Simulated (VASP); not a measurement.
Write the native input for VASP 6.6.1 that does the following.

```
Task                   : single point
Functional             : PBEsol
Potentials or basis    : VASP PAW PBE potentials, release 64 (Ti_sv, Si)
Cutoff                 : 520 eV
k mesh                 : 12 × 12 × 12
Occupations            : fermi-dirac, width 0.05 eV
Spin                   : no spin polarisation
Dipole correction      : no
Further INCAR settings : ALGO = Normal; EDIFF = 1e-07; NBANDS = 17
```

The structure of TiSi2 lies in POSCAR:

```
TiSi2
1.0
   -1.4728720000      1.7121300000      4.2120830000
    1.4728720000     -1.7121300000      4.2120830000
    1.4728720000      1.7121300000     -4.2120830000
Ti Si
1 2
Direct
   -0.0063720000      0.0024430000      0.0062930000
    0.6832990000      0.6675750000      0.0141150000
    0.3370530000      0.3154850000     -0.0051230000
```

This cell differs from its parent crystal: atoms moved at random.

One way to write it, as run:

INCAR

```
ALGO = Normal ; EDIFF = 1E-7
ENCUT = 520 ; GGA = PS
ISIF = 2 ; ISMEAR = -1
LASPH = True ; LCHARG = False
LREAL = False ; LWAVE = False
NBANDS = 17 ; NELM = 80
PREC = Accurate ; SIGMA = 0.05
```

KPOINTS

```
k-points
0
Gamma
  12 12 12
```

Potentials or basis: VASP PAW PBE potentials, release 64 (Ti_sv, Si).

The run is started by

```sh
$ cat potpaw_PBE.64/Ti_sv/POTCAR potpaw_PBE.64/Si/POTCAR > POTCAR
$ mpirun -np 1 vasp_std > vasp.out
```

It gave:

```yaml
Pressure: -3.2 GPa
Largest_force: 0.525 eV/Å
Band_gap_on_the_k_mesh: zero (band 10 reaches 11.25 eV, above the bottom of band 11 at 8.89 eV)
```

Caveat: the cell differs from its parent crystal (atoms moved at random); the PAW data sets were made with another functional, which shifts forces and pressure a little.

Run time: 30 min on 1 thread of AMD EPYC 7R13 (shared host), peak memory 0.66 GiB.
